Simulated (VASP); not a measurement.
The system is MoS2.

```
Mo S
1.0
     3.16900    0.00000    0.00000
    -1.58450    2.74443    0.00000
     0.00000    0.00000   12.32400
Mo S
2 4
Direct
  0.33333 0.66667 0.25000
  0.66667 0.33333 0.75000
  0.33333 0.66667 0.62300
  0.66667 0.33333 0.12300
  0.33333 0.66667 0.87700
  0.66667 0.33333 0.37700
```

```yaml
Program: VASP 6.6.1
Task: relaxation of cell and atoms
Functional: PBE
Dispersion: D3(BJ)
Potentials_or_basis: VASP PAW PBE potentials, release 64 (Mo_sv, S)
Cutoff: 600 eV
k_mesh: 12 × 12 × 3
Occupations: gaussian, width 0.01 eV
Spin: no spin polarisation
```

At the start: pressure -2.1 GPa; volume 17.86 Å³/atom.

Problem. How do energy, volume and symmetry change on relaxing?

Solution. Over 17 steps the energy falls by 2.8 meV/atom and the volume is 17.29 Å³/atom (-3.2 %); space group P6_3/mmc (No. 194, to 0.1 Å) before and after.

The path:
| step | energy change (eV) | largest force (eV/Å) | pressure (GPa) | volume (Å³) |
| --- | --- | --- | --- | --- |
| 1 | 0.0000 | 0.0753 | -2.05 | 107.18 |
| 2 | 0.0163 | 0.5260 | 3.47 | 103.67 |
| 3 | -0.0088 | 0.1417 | -0.09 | 105.86 |
| 4 | -0.0114 | 0.0580 | -0.06 | 105.44 |
| 5 | -0.0115 | 0.0366 | -0.07 | 105.33 |
| 6 | -0.0130 | 0.0355 | -0.03 | 105.08 |
| 7 | -0.0160 | 0.0313 | 0.07 | 104.31 |
| 8 | -0.0149 | 0.0206 | 0.41 | 102.76 |
| 9 | -0.0168 | 0.0313 | 0.21 | 103.72 |
| 10 | -0.0145 | 0.1359 | -1.02 | 104.15 |
| 11 | -0.0169 | 0.0015 | -0.01 | 103.80 |
| 12 | -0.0169 | 0.0009 | -0.02 | 103.80 |
| 13 | -0.0169 | 0.0005 | -0.03 | 103.78 |
| 14 | -0.0169 | 0.0040 | 0.00 | 103.71 |
| 15 | -0.0169 | 0.0024 | -0.01 | 103.74 |
| 16 | -0.0169 | 0.0096 | 0.07 | 103.68 |
| 17 | -0.0169 | 0.0003 | 0.01 | 103.73 |

Final structure:
```cif
data_structure
_symmetry_space_group_name_H-M 'P 1'
_symmetry_Int_Tables_number 1
_cell_length_a 3.1485
_cell_length_b 3.1485
_cell_length_c 12.0821
_cell_angle_alpha 90.000
_cell_angle_beta 90.000
_cell_angle_gamma 120.000
_cell_volume 103.73
loop_
_atom_site_label
_atom_site_type_symbol
_atom_site_fract_x
_atom_site_fract_y
_atom_site_fract_z
_atom_site_occupancy
Mo1 Mo 0.33333 0.66667 0.25000 1
Mo2 Mo 0.66667 0.33333 0.75000 1
S1 S 0.33333 0.66667 0.62045 1
S2 S 0.66667 0.33333 0.12045 1
S3 S 0.33333 0.66667 0.87955 1
S4 S 0.66667 0.33333 0.37955 1
```
